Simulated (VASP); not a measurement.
# IrO2 (P4_2/mnm) in VASP: notebook

Runs on IrO2. Level: PBE+U. Tasks: single point.

Program: VASP 6.6.1. These are calculated values, not measurements. Logs are shortened: lines on timing, memory, paths and dates and some standing lists are left out, and cuts for length are marked.

### 1 The cell of the first run

It takes space group P4_2/mnm (No. 136, tetragonal). The conventional cell has a = 4.505 Å, b = 4.505 Å, c = 3.159 Å, α = 90.00°, β = 90.00°, γ = 90.00°. Within 2.6 Å of Ir (site symmetry mmm) lie 6 O at 1.96 to 2.00 Å. O (site symmetry m2m) has 3 Ir at 1.96 to 2.00 Å and 1 O at 2.45 Å within 2.6 Å.

### 2 Single point, PBE+U, collinear spin, ferromagnetic start

File INCAR:

```
SYSTEM = IrO2
PREC = Accurate
ENCUT = 600
EDIFF = 1E-6
ISMEAR = 0
SIGMA = 0.05
LREAL = .False.
LASPH = .True.
NELM = 200
ALGO = Normal
ISIF = 2
LWAVE = .False.
LCHARG = .True.
ISPIN = 2
MAGMOM = 1.4 1.4 0 0 0 0
LORBIT = 11
LMAXMIX = 4
LDAU = .True.
LDAUTYPE = 2
LDAUL = 2 -1
LDAUU = 3.2 0
LDAUJ = 0 0
LDAUPRINT = 1
GGA = PE
LELF = .True.
LVHAR = .True.
ISYM = 0
NBANDS = 34
GGA_COMPAT = .False.
```

File KPOINTS:

```
Automatic mesh
0
Gamma
  5 5 7
  0 0 0
```

File POSCAR:

```
IrO2
1.0
    4.5051000000      0.0000000000      0.0000000000
    0.0000000000      4.5051000000      0.0000000000
    0.0000000000      0.0000000000      3.1586000000
Ir O
2 4
Direct
    0.0000000000      0.0000000000      0.0000000000
    0.5000000000      0.5000000000      0.5000000000
    0.3077000000      0.3077000000      0.0000000000
    0.1923000000      0.8077000000      0.5000000000
    0.6923000000      0.6923000000      0.0000000000
    0.8077000000      0.1923000000      0.5000000000
```

Potentials or basis: VASP PAW PBE potentials, release 64 (Ir, O).

The run is started by

```sh
$ cat potpaw_PBE.64/Ir/POTCAR potpaw_PBE.64/O/POTCAR > POTCAR
$ mpirun -np 1 vasp_std > vasp.out
```

OUTCAR:

```text
SYSTEM = IrO2
   PREC = Accurate
   ENCUT = 600
   EDIFF = 1E-6
   ISMEAR = 0
   LREAL = .False.
   LASPH = .True.
   NELM = 200
   ISIF = 2
   ISPIN = 2
   LORBIT = 11
   GGA = PE
   ISYM = 0

 ion  position               nearest neighbor table
   1  0.000  0.000  0.000-   3 1.96   5 1.96   4 2.00   6 2.00   4 2.00   6 2.00
   2  0.500  0.500  0.500-   4 1.96   6 1.96   5 2.00   3 2.00   3 2.00   5 2.00
   3  0.308  0.308  0.000-   1 1.96   2 2.00   2 2.00
   4  0.192  0.808  0.500-   2 1.96   1 2.00   1 2.00
   5  0.692  0.692  0.000-   1 1.96   2 2.00   2 2.00
   6  0.808  0.192  0.500-   2 1.96   1 2.00   1 2.00

IMPORTANT INFORMATION: All symmetrisations will be switched off!
NOSYMM: (Re-)initialisation of all symmetry stuff for point group C_1.

----------------------------------------------------------------------------------------

                                     Primitive cell

  volume of cell :      64.1067

  direct lattice vectors                    reciprocal lattice vectors
     4.505100000  0.000000000  0.000000000     0.221970655  0.000000000  0.000000000
     0.000000000  4.505100000  0.000000000     0.000000000  0.221970655  0.000000000
     0.000000000  0.000000000  3.158600000     0.000000000  0.000000000  0.316595960

  length of vectors
     4.505100000  4.505100000  3.158600000     0.221970655  0.221970655  0.316595960

  position of ions in fractional coordinates (direct lattice)
     0.000000000  0.000000000  0.000000000
     0.500000000  0.500000000  0.500000000
     0.307700000  0.307700000  0.000000000
     0.192300000  0.807700000  0.500000000
     0.692300000  0.692300000  0.000000000
     0.807700000  0.192300000  0.500000000

  ion indices of the primitive-cell ions
   primitive index   ion index
                 1           1
                 2           2
                 3           3
                 4           4
                 5           5
                 6           6

----------------------------------------------------------------------------------------

 KPOINTS: Automatic mesh

Automatic generation of k-mesh.
 Grid dimensions read from file:
 generate k-points for:    5    5    7

 Generating k-lattice:

  Cartesian coordinates                     Fractional coordinates (reciprocal lattice)
     0.044394131  0.000000000  0.000000000     0.200000000  0.000000000  0.000000000
     0.000000000  0.044394131  0.000000000     0.000000000  0.200000000  0.000000000
     0.000000000  0.000000000  0.045227994     0.000000000  0.000000000  0.142857143

  Length of vectors
     0.044394131  0.044394131  0.045227994

  Shift w.r.t. Gamma in fractional coordinates (k-lattice)
     0.000000000  0.000000000  0.000000000

 Subroutine IBZKPT returns following result:
 ===========================================

 Found     88 irreducible k-points:

 Following reciprocal coordinates:
            Coordinates               Weight
  0.000000  0.000000  0.000000      1.000000
  0.200000  0.000000  0.000000      2.000000
  0.000000  0.200000  0.000000      2.000000
  0.400000  0.000000  0.000000      2.000000
  0.000000  0.400000  0.000000      2.000000
  0.200000  0.200000  0.000000      2.000000
[... 102 lines left out ...]
  o =  0.4571  v = -0.0000 -0.7071  0.0000  0.7071  0.0000  0.0000  0.0000  0.0000  0.0000  0.0000      0.0000  0.0000  0.0000  0.0000  0.0000  0.0000  0.0000  0.0000  0.0000  0.0000
  o =  0.5009  v =  0.0000  0.0000  0.0000  0.0000  0.0000  0.8165 -0.0000 -0.5774  0.0000 -0.0000      0.0000  0.0000  0.0000  0.0000  0.0000  0.0000  0.0000  0.0000  0.0000  0.0000
  o =  0.5036  v =  0.8213 -0.0000 -0.5705  0.0000  0.0000  0.0000  0.0000  0.0000  0.0000  0.0000      0.0000  0.0000  0.0000  0.0000  0.0000  0.0000  0.0000  0.0000  0.0000  0.0000
  o =  0.6374  v =  0.0000  0.0000  0.0000  0.0000  0.0000 -0.0000 -0.0000  0.0000 -0.0000 -1.0000      0.0000  0.0000  0.0000  0.0000  0.0000  0.0000  0.0000  0.0000  0.0000  0.0000
  o =  0.8518  v =  0.0000  0.0000  0.0000  0.0000  0.0000 -0.0000 -0.7071 -0.0000 -0.7071  0.0000      0.0000  0.0000  0.0000  0.0000  0.0000  0.0000  0.0000  0.0000  0.0000  0.0000
  o =  0.9104  v =  0.0000  0.0000 -0.0000  0.0000 -1.0000  0.0000  0.0000  0.0000  0.0000  0.0000      0.0000  0.0000  0.0000  0.0000  0.0000  0.0000  0.0000  0.0000  0.0000  0.0000
  o =  0.9149  v =  0.0000 -0.7071 -0.0000 -0.7071 -0.0000  0.0000  0.0000  0.0000  0.0000  0.0000      0.0000  0.0000  0.0000  0.0000  0.0000  0.0000  0.0000  0.0000  0.0000  0.0000
  o =  0.9523  v =  0.0000  0.0000  0.0000  0.0000  0.0000 -0.5774  0.0000 -0.8165  0.0000 -0.0000      0.0000  0.0000  0.0000  0.0000  0.0000  0.0000  0.0000  0.0000  0.0000  0.0000
  o =  0.9530  v =  0.5705 -0.0000  0.8213 -0.0000 -0.0000  0.0000  0.0000  0.0000  0.0000  0.0000      0.0000  0.0000  0.0000  0.0000  0.0000  0.0000  0.0000  0.0000  0.0000  0.0000

atom =   2  type =  1  l = 2

 onsite density matrix

spin component  1

  0.6498  0.0000 -0.2106  0.0000  0.0000
  0.0000  0.6860 -0.0000 -0.2289 -0.0000
 -0.2106 -0.0000  0.8067  0.0000  0.0000
  0.0000 -0.2289  0.0000  0.6860 -0.0000
  0.0000 -0.0000  0.0000 -0.0000  0.9104

spin component  2

  0.6514  0.0000 -0.2128  0.0000 -0.0000
  0.0000  0.6533  0.0000 -0.1985  0.0000
 -0.2128  0.0000  0.8019  0.0000 -0.0000
  0.0000 -0.1985  0.0000  0.6533 -0.0000
 -0.0000  0.0000 -0.0000 -0.0000  0.6374

 occupancies and eigenvectors

  o =  0.4547  v =  0.0000  0.0000  0.0000  0.0000  0.0000 -0.0000  0.7071 -0.0000  0.7071  0.0000      0.0000  0.0000  0.0000  0.0000  0.0000  0.0000  0.0000  0.0000  0.0000  0.0000
  o =  0.4571  v =  0.0000 -0.7071  0.0000 -0.7071 -0.0000  0.0000  0.0000  0.0000  0.0000  0.0000      0.0000  0.0000  0.0000  0.0000  0.0000  0.0000  0.0000  0.0000  0.0000  0.0000
  o =  0.5009  v =  0.0000  0.0000  0.0000  0.0000  0.0000  0.8165  0.0000  0.5774  0.0000  0.0000      0.0000  0.0000  0.0000  0.0000  0.0000  0.0000  0.0000  0.0000  0.0000  0.0000
  o =  0.5036  v =  0.8213  0.0000  0.5705  0.0000 -0.0000  0.0000  0.0000  0.0000  0.0000  0.0000      0.0000  0.0000  0.0000  0.0000  0.0000  0.0000  0.0000  0.0000  0.0000  0.0000
  o =  0.6374  v =  0.0000  0.0000  0.0000  0.0000  0.0000 -0.0000 -0.0000 -0.0000  0.0000  1.0000      0.0000  0.0000  0.0000  0.0000  0.0000  0.0000  0.0000  0.0000  0.0000  0.0000
  o =  0.8518  v =  0.0000  0.0000  0.0000  0.0000  0.0000  0.0000  0.7071 -0.0000 -0.7071  0.0000      0.0000  0.0000  0.0000  0.0000  0.0000  0.0000  0.0000  0.0000  0.0000  0.0000
  o =  0.9104  v = -0.0000 -0.0000 -0.0000  0.0000 -1.0000  0.0000  0.0000  0.0000  0.0000  0.0000      0.0000  0.0000  0.0000  0.0000  0.0000  0.0000  0.0000  0.0000  0.0000  0.0000
  o =  0.9149  v = -0.0000  0.7071  0.0000 -0.7071 -0.0000  0.0000  0.0000  0.0000  0.0000  0.0000      0.0000  0.0000  0.0000  0.0000  0.0000  0.0000  0.0000  0.0000  0.0000  0.0000
  o =  0.9523  v =  0.0000  0.0000  0.0000  0.0000  0.0000 -0.5774  0.0000  0.8165 -0.0000  0.0000      0.0000  0.0000  0.0000  0.0000  0.0000  0.0000  0.0000  0.0000  0.0000  0.0000
  o =  0.9530  v = -0.5705 -0.0000  0.8213  0.0000 -0.0000  0.0000  0.0000  0.0000  0.0000  0.0000      0.0000  0.0000  0.0000  0.0000  0.0000  0.0000  0.0000  0.0000  0.0000  0.0000

 number of electron      41.9999996 magnetization       1.0959310

 Free energy of the ion-electron system (eV)
  ---------------------------------------------------
  ext. energy  EPLUGINS =         0.00000000
  ---------------------------------------------------
  free energy    TOTEN  =       -36.65801666 eV

  energy without entropy =      -36.65408247  energy(sigma->0) =      -36.65604957

 E-fermi :   5.6592     XC(G=0): -11.9728

 val. band max:        5.6496916664   @ k =   0.0000   0.0000   0.2857
 cond. band min:       5.6599331166   @ k =   0.2000  -0.4000   0.1429
 fundamental gap:      0.0102414502
 Fermi energy:         5.6592187032

 spin component 1

 k-point     1 :       0.0000    0.0000    0.0000
  band No.  band energies     occupation
      1     -15.1398      1.00000
      2     -13.9392      1.00000
      3     -12.8955      1.00000
      4     -12.8955      1.00000
      5      -3.9910      1.00000
      6      -3.5958      1.00000
[... 1721 lines left out ...]
     32      19.2958      0.00000
     33      20.5280      0.00000

 [... further k-points ...]

 [bands above 33 left out]

------------------------ aborting loop because EDIFF is reached ----------------------------------------

  FORCE on cell =-STRESS in cart. coord.  units (eV):
  Direction    XX          YY          ZZ          XY          YZ          ZX
  --------------------------------------------------------------------------------------
  -------------------------------------------------------------------------------------
  Total        2.2129627      2.2129162      2.3852820     -0.0000116     -0.0000013     -0.0000015
  in kB       55.3071361     55.3059752     59.6138016     -0.0002903     -0.0000313     -0.0000384
  external PRESSURE =      56.7423043 kB  Pullay stress =       0.0000000 kB

 VOLUME and BASIS-vectors are now :
 -----------------------------------------------------------------------------
  energy-cutoff  :      600.00
  volume of cell :       64.11
      direct lattice vectors                 reciprocal lattice vectors
     4.505100000  0.000000000  0.000000000     0.221970655  0.000000000  0.000000000
     0.000000000  4.505100000  0.000000000     0.000000000  0.221970655  0.000000000
     0.000000000  0.000000000  3.158600000     0.000000000  0.000000000  0.316595960

 POSITION                                       TOTAL-FORCE (eV/Angst)
 -----------------------------------------------------------------------------------
      0.00000      0.00000      0.00000        -0.000004      0.000010     -0.000000
      2.25255      2.25255      1.57930         0.000004     -0.000010      0.000000
      1.38622      1.38622      0.00000        -0.029868     -0.029877      0.000001
      0.86633      3.63877      1.57930         0.029861     -0.029873      0.000000
      3.11888      3.11888      0.00000         0.029867      0.029879     -0.000001
      3.63877      0.86633      1.57930        -0.029861      0.029871      0.000000
 -----------------------------------------------------------------------------------
    total drift:                                0.000002     -0.000000     -0.000000

  FREE ENERGIE OF THE ION-ELECTRON SYSTEM (eV)
  ---------------------------------------------------
  free  energy   TOTEN  =       -36.6580166599 eV

  energy  without entropy=      -36.6540824711  energy(sigma->0) =      -36.65604957

 total charge

# of ion       s       p       d       tot
------------------------------------------
    1        0.619   0.828   7.066   8.513
    2        0.619   0.828   7.066   8.513
    3        1.550   3.456   0.000   5.006
    4        1.550   3.456   0.000   5.006
    5        1.550   3.456   0.000   5.006
    6        1.550   3.456   0.000   5.006
--------------------------------------------------
tot          7.440  15.481  14.132  37.053

 magnetization (x)

# of ion       s       p       d       tot
------------------------------------------
    1        0.001  -0.000   0.340   0.341
    2        0.001  -0.000   0.340   0.341
    3        0.002   0.094   0.000   0.095
    4        0.002   0.094   0.000   0.095
    5        0.002   0.094   0.000   0.095
    6        0.002   0.094   0.000   0.095
--------------------------------------------------
tot          0.009   0.374   0.680   1.063
```

Run time: 9.5 min. Hardware: 1 thread of Intel Xeon Platinum 8375C at 2.90GHz (Ice Lake), shared host; peak memory 0.45 GiB.

Results:

- Free energy: -36.6580 eV
- Pressure: 5.7 GPa
- Largest force: 0.042 eV/Å
- Net moment: 1.10 μB per cell
- Site moments: Ir +0.34; O +0.10 μB
- Valence electrons inside the program's atomic spheres: Ir 8.51; O 5.01

Forces on the atoms (eV/Å):
```
Ir   0.000  0.000  0.000
Ir   0.000  0.000  0.000
O   -0.030 -0.030  0.000
O    0.030 -0.030  0.000
O    0.030  0.030  0.000
O   -0.030  0.030  0.000
```

Levels at points of the mesh, in eV from the Fermi level:
Spin up:
| k point | band 18 | band 19 | band 20 | band 21 | band 22 | band 23 | band 24 | band 25 | band 26 | band 27 |
| --- | --- | --- | --- | --- | --- | --- | --- | --- | --- | --- |
| (0.00, 0.00, 0.00) | -2.69 | -2.55 | -2.55 | -2.04 | 0.71 | 1.23 | 4.60 | 4.60 | 4.66 | 6.05 |
Spin down:
```tsv
k point	band 16	band 17	band 18	band 19	band 20	band 21	band 22	band 23	band 24	band 25
(0.00, 0.00, 0.00)	-2.65	-2.51	-2.31	-2.31	-1.96	-1.64	1.38	1.75	4.76	4.76
```

Eigenvalues of the final occupation matrices:
```csv
site,spin,trace,eigenvalues
site 1 d,1,3.74,0.46 0.50 0.91 0.91 0.95
site 1 d,2,3.40,0.45 0.50 0.64 0.85 0.95
site 2 d,1,3.74,0.46 0.50 0.91 0.91 0.95
site 2 d,2,3.40,0.45 0.50 0.64 0.85 0.95
```

Caveat: spin-orbit coupling is left out, which moves the levels of the heavy elements.

### 3 Single point, PBE+U, collinear spin, ferromagnetic start

File INCAR:

```
SYSTEM = IrO2
PREC = Accurate ; ENCUT = 600
EDIFF = 1E-6 ; ISMEAR = 0
SIGMA = 0.05 ; LREAL = .False.
LASPH = .True. ; NELM = 200
ALGO = Normal ; ISIF = 2
LWAVE = .False. ; LCHARG = .True.
ISPIN = 2 ; MAGMOM = 0.13 0.13 0.06 0.06 0.06 0.06
LORBIT = 11 ; LMAXMIX = 4
LDAU = .True. ; LDAUTYPE = 2
LDAUL = 2 -1 ; LDAUU = 3.2 0
LDAUJ = 0 0 ; LDAUPRINT = 1
GGA = PE ; LELF = .True.
LVHAR = .True. ; ISYM = 0
NBANDS = 34 ; GGA_COMPAT = .False.
```

KPOINTS is that of step 2.

POSCAR is that of step 2.

Potentials or basis: VASP PAW PBE potentials, release 64 (Ir, O).

The run is started by

```sh
$ cat potpaw_PBE.64/Ir/POTCAR potpaw_PBE.64/O/POTCAR > POTCAR
$ mpirun -np 1 vasp_std > vasp.out
```

Wall time 5.6 min (1 thread of Intel Xeon Platinum 8559C (Emerald Rapids), shared host); peak memory 0.44 GiB.

Results (log left out):

```
Free energy                                           : -36.6582 eV
Pressure                                              : 5.3 GPa
Largest force                                         : 0.023 eV/Å
Net moment                                            : 0.83 μB per cell
Site moments                                          : Ir +0.26; O +0.07 μB
Valence electrons inside the program's atomic spheres : Ir 8.51; O 5.01
```

Forces in eV/Å, atoms in the order of the input:
```
Ir   0.000  0.000  0.000
Ir   0.000  0.000  0.000
O   -0.017 -0.017  0.000
O    0.016 -0.016  0.000
O    0.017  0.017  0.000
O   -0.016  0.016  0.000
```

Stress tensor (GPa, compression positive):
```
5.09 0.00 0.00
0.00 5.09 0.00
0.00 0.00 5.74
```

Levels at points of the mesh, in eV from the Fermi level:
Spin up:
```
           k point  band 18  band 19  band 20  band 21  band 22  band 23  band 24  band 25
(0.00, 0.00, 0.00)    -2.64    -2.51    -2.51    -1.98     0.85     1.27     4.64     4.64
```
Spin down:
```
           k point  band 19  band 20  band 21  band 22  band 23  band 24
(0.00, 0.00, 0.00)    -2.32    -2.12    -1.67     1.39     1.63     4.76
```

Eigenvalues of the final occupation matrices:
| site | spin | trace | eigenvalues |
| --- | --- | --- | --- |
| site 1 d | 1 | 3.70 | 0.46 0.50 0.88 0.90 0.95 |
| site 1 d | 2 | 3.44 | 0.45 0.50 0.68 0.85 0.95 |
| site 2 d | 1 | 3.70 | 0.46 0.50 0.88 0.90 0.95 |
| site 2 d | 2 | 3.44 | 0.45 0.50 0.68 0.85 0.95 |

Caveat: spin-orbit coupling is left out, which moves the levels of the heavy elements.

### 4 Single point, PBE+U, collinear spin, ferromagnetic start

File INCAR:

```
SYSTEM = IrO2
PREC     = Accurate       ! precision mode
ENCUT    = 600            ! plane-wave cutoff, eV
EDIFF    = 1E-6           ! SCF threshold, eV
ISMEAR   = 0              ! smearing method
SIGMA    = 0.05           ! smearing width, eV
LREAL    = .False.        ! projectors in reciprocal space
LASPH    = .True.         ! aspherical terms in the spheres
NELM     = 200            ! most SCF steps
ALGO     = Normal         ! electronic algorithm
ISIF     = 2              ! what is computed and relaxed
LWAVE    = .False.        ! write WAVECAR
LCHARG   = .False.        ! write CHGCAR
ISPIN    = 2              ! spin polarisation
MAGMOM   = 1.4 1.4 0 0 0 0 ! initial moments
LORBIT   = 11             ! projections on sites
LMAXMIX  = 4              ! l up to which the mixer works
LDAU     = .True.         ! DFT+U
LDAUTYPE = 2            
LDAUL    = 2 -1           ! shell
LDAUU    = 3.2 0          ! U, eV
LDAUJ    = 0 0          
LDAUPRINT= 1            
GGA      = PE             ! functional
NBANDS   = 34             ! bands
GGA_COMPAT= .False.
```

KPOINTS is that of step 3.

POSCAR is that of step 3.

The run is started by

```sh
$ cat potpaw_PBE.64/Ir/POTCAR potpaw_PBE.64/O/POTCAR > POTCAR
$ mpirun -np 1 vasp_std > vasp.out
```

Run time: 3 min. Hardware: 1 thread of Intel Xeon Platinum 8559C (Emerald Rapids), shared host; peak memory 0.26 GiB.

Results (log left out):

| Property | Result |
| --- | --- |
| Free energy | -36.6580 eV |
| Pressure | 5.7 GPa |
| Largest force | 0.041 eV/Å |
| Net moment | 1.09 μB per cell |
| Site moments | Ir +0.34; O +0.10 μB |
| Valence electrons inside the program's atomic spheres | Ir 8.51; O 5.01 |

Forces in eV/Å, atoms in the order of the input:
```
Ir   0.000  0.000  0.000
Ir   0.000  0.000  0.000
O   -0.029 -0.029  0.000
O    0.029 -0.029  0.000
O    0.029  0.029  0.000
O   -0.029  0.029  0.000
```

Stress tensor (GPa, compression positive):
```
5.52 0.00 0.00
0.00 5.52 0.00
0.00 0.00 5.95
```

Levels at points of the mesh, in eV from the Fermi level:
Spin up:
```tsv
k point	band 18	band 19	band 20	band 21	band 22	band 23	band 24	band 25	band 26	band 27
(0.00, 0.00, 0.00)	-2.69	-2.55	-2.55	-2.04	0.72	1.23	4.60	4.60	4.66	6.05
```
Spin down:
```tsv
k point	band 19	band 20	band 21	band 22	band 23	band 24
(0.00, 0.00, 0.00)	-2.31	-1.96	-1.64	1.38	1.75	4.76
```

Eigenvalues of the final occupation matrices:
| site | spin | trace | eigenvalues |
| --- | --- | --- | --- |
| site 1 d | 1 | 3.74 | 0.46 0.50 0.91 0.91 0.95 |
| site 1 d | 2 | 3.40 | 0.45 0.50 0.64 0.85 0.95 |
| site 2 d | 1 | 3.74 | 0.46 0.50 0.91 0.91 0.95 |
| site 2 d | 2 | 3.40 | 0.45 0.50 0.64 0.85 0.95 |

Caveat: spin-orbit coupling is left out, which moves the levels of the heavy elements.
